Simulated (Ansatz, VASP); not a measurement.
ZrOs: VASP beside Ansatz

```
Zr Os
1.0
     3.30594    0.00000    0.00000
     0.00000    3.30594    0.00000
     0.00000    0.00000    3.30594
Zr Os
1 1
Direct
  0.50000 0.50000 0.50000
  0.00000 0.00000 0.00000
```

Change from the starting cell: volume scaled by 1.04.

Alike in both runs: task single point; functional LDA; k mesh 13 × 13 × 13; occupations fermi-dirac, width 0.03 eV; no spin polarisation.

```csv
,VASP,Ansatz
version,VASP 6.6.1,Ansatz 0.2.0
potentials or method,"VASP PAW LDA potentials, release 64 (Zr_sv, Os), cutoff 520 eV","all-electron LAPW, scalar-relativistic"
```

```tsv
	VASP	Ansatz	Ansatz less VASP
pressure (GPa)	-14.6	-14.7	-0.15
```

LDA's correlation is that of Perdew and Zunger in VASP and of Perdew and Wang (1992) in Ansatz. Ansatz ran all-electron here, and VASP with PAW potentials.

Neither program's run includes spin-orbit coupling.
